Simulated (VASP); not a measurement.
A run of VASP 6.6.1:

Contents of POSCAR:

```
TiO2
1.0
    3.8532631584      0.0000000000      0.0000000000
    0.0000000000      3.8532631584      0.0000000000
    0.0000000000      0.0000000000      9.3318353727
Ti O
4 8
Direct
    0.0000000000      0.5000000000      0.7500000000
    0.5000000000      0.5000000000      0.0000000000
    0.5000000000      0.0000000000      0.2500000000
    0.0000000000      0.0000000000      0.5000000000
    0.0000000000      0.5000000000      0.9605317334
    0.5000000000      0.5000000000      0.7894682666
    0.5000000000      0.0000000000      0.0394682666
    0.0000000000      0.0000000000      0.7105317334
    0.5000000000      0.0000000000      0.4605317334
    0.0000000000      0.0000000000      0.2894682666
    0.0000000000      0.5000000000      0.5394682666
    0.5000000000      0.5000000000      0.2105317334
```

File INCAR.step1:

```
  PREC = Accurate
  ENCUT = 520
  ISMEAR = 0
  SIGMA = 0.02
  LREAL = False
  LASPH = True
  NELM = 100
  NBANDS = 60
  GGA = PE
  ALGO = Normal
  EDIFF = 1E-4
  LWAVE = True
  LCHARG = False
```

File INCAR.step2:

```
  PREC = Accurate
  ENCUT = 520
  EDIFF = 1E-6
  ISMEAR = 0
  SIGMA = 0.02
  LREAL = False
  LASPH = True
  NELM = 100
  ALGO = Normal
  ISIF = 2
  LWAVE = False
  LCHARG = False
  METAGGA = R2SCAN
  LMIXTAU = True
  NBANDS = 60
  ISTART = 1
```

The input KPOINTS:

```
regular mesh
0
Gamma
  6 6 4
```

Potentials or basis: VASP PAW PBE potentials, release 64 (Ti_sv, O).

Launch:

```console
$ cat potpaw_PBE.64/Ti_sv/POTCAR potpaw_PBE.64/O/POTCAR > POTCAR
$ cp INCAR.step1 INCAR
$ mpirun -np 1 vasp_std > vasp.out
$ cp INCAR.step2 INCAR
$ mpirun -np 1 vasp_std > vasp.out
```

Hardware: 1 thread of Intel(R) Xeon(R) 6975P-C (Granite Rapids), with other jobs on the host.

Task: How long does it take, and how much memory?

Result: It took 8.9 min on 1 thread of Intel(R) Xeon(R) 6975P-C (Granite Rapids) (shared host), peak memory 0.36 GiB. Counts: k points 30.
